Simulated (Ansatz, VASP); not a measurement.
**One calculation of NaGeF3, two programs**

```
Na Ge F
1.0
     4.34764    0.00000    0.00000
     0.00000    4.34764    0.00000
     0.00000    0.00000    4.34764
Na Ge F
1 1 3
Direct
  0.00000 0.00000 0.00000
  0.50000 0.50000 0.50000
  0.50000 0.50000 0.00000
  0.50000 0.00000 0.50000
  0.00000 0.50000 0.50000
```

Alike in both runs: task single point; functional PBE; k mesh 4 × 4 × 4; no spin polarisation.

```csv
,VASP,Ansatz
version,VASP 6.6.1,Ansatz 0.2.0
potentials or method,"VASP PAW PBE potentials, release 64 (Na_pv, Ge_d, F)","plane waves, PAW"
plane-wave cutoff (eV),600,420
occupations,"gaussian, width 0.01 eV",fixed
valence electrons in the cell,42,44
```

Ansatz gave:

* gap on the k mesh at the Fermi level (eV): 1.30
* pressure (GPa): 2.2

**Question.** What did VASP give for the same quantities?

**Answer.** gap on the k mesh at the Fermi level (eV): 1.30; pressure (GPa): 2.0.

VASP's potentials hold 42 valence electrons a cell and Ansatz's 44, so a difference there can come from the potentials and not from the codes.
